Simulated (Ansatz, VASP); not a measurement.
**BaTiH3: VASP beside Ansatz**

```
Ba Ti H
1.0
     4.00410    0.00000    0.00000
     0.00000    4.00410    0.00000
     0.00000    0.00000    4.00410
Ba Ti H
1 1 3
Direct
  0.50000 0.50000 0.50000
  0.00000 0.00000 0.00000
  0.50000 0.00000 0.00000
  0.00000 0.50000 0.00000
  0.00000 0.00000 0.50000
```

Alike in both runs: task relaxation of cell and atoms; functional PBEsol; k mesh 10 × 10 × 10; occupations gaussian, width 0.1 eV; no spin polarisation.

```csv
,VASP,Ansatz
version,VASP 6.6.1,Ansatz 0.2.0
potentials or method,"VASP PAW PBE potentials, release 64 (Ba_sv, Ti_sv, H_h), cutoff 910 eV","scalar-relativistic, plane waves, PAW"
valence electrons in the cell,25,25
```

VASP gave:

```
gap on the k mesh at the Fermi level, each at its own relaxed structure (eV) : none
relaxed volume (Å³/atom)                                                     : 13.04
relaxed cell length with the largest relative difference (Å)                 : 4.025
```

Task: Which values does Ansatz return?

Result: gap on the k mesh at the Fermi level, each at its own relaxed structure (eV): none; relaxed volume (Å³/atom): 12.89; relaxed cell length with the largest relative difference (Å): 4.009.

VASP's potentials were made for PBE, not for PBEsol. A gap of «none» marks a metal or a gap that the smearing closes.

Spin-orbit coupling is off throughout.
